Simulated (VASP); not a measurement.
W, 1 atom in the cell. It takes space group Fm-3m (No. 225, cubic). The conventional cell has a = 4.018 Å, b = 4.018 Å, c = 4.018 Å, α = 90.00°, β = 90.00°, γ = 90.00°. W (site symmetry m-3m) has 12 W at 2.84 Å within 3.7 Å. This isn't the form of W at room conditions, which is bcc.

- Program: VASP 6.6.1
- Task: single point
- Functional: r2SCAN
- Potentials or basis: VASP PAW PBE potentials, release 64 (W_sv)
- Cutoff: 550 eV
- k mesh: 8 × 8 × 8
- Occupations: gaussian, width 0.1 eV
- Spin: no spin polarisation
- Dipole correction: no
- Further INCAR settings: ALGO = Normal; EDIFF = 1e-06; NBANDS = 13

Potentials or basis: VASP PAW PBE potentials, release 64 (W_sv).

Launch:

```console
$ cat potpaw_PBE.64/W_sv/POTCAR > POTCAR
$ cp INCAR.step1 INCAR
$ mpirun -np 1 vasp_std > vasp.out
$ cp INCAR.step2 INCAR
$ mpirun -np 1 vasp_std > vasp.out
```

Hardware: 1 thread of AMD EPYC 9R14 (Zen 4), with other jobs on the host.

Question: Estimate the wall time of this run.

Answer: Run time: 41 s on 1 thread of AMD EPYC 9R14 (Zen 4), with other jobs on the host, peak memory 0.12 GiB. Counts: k points 29.
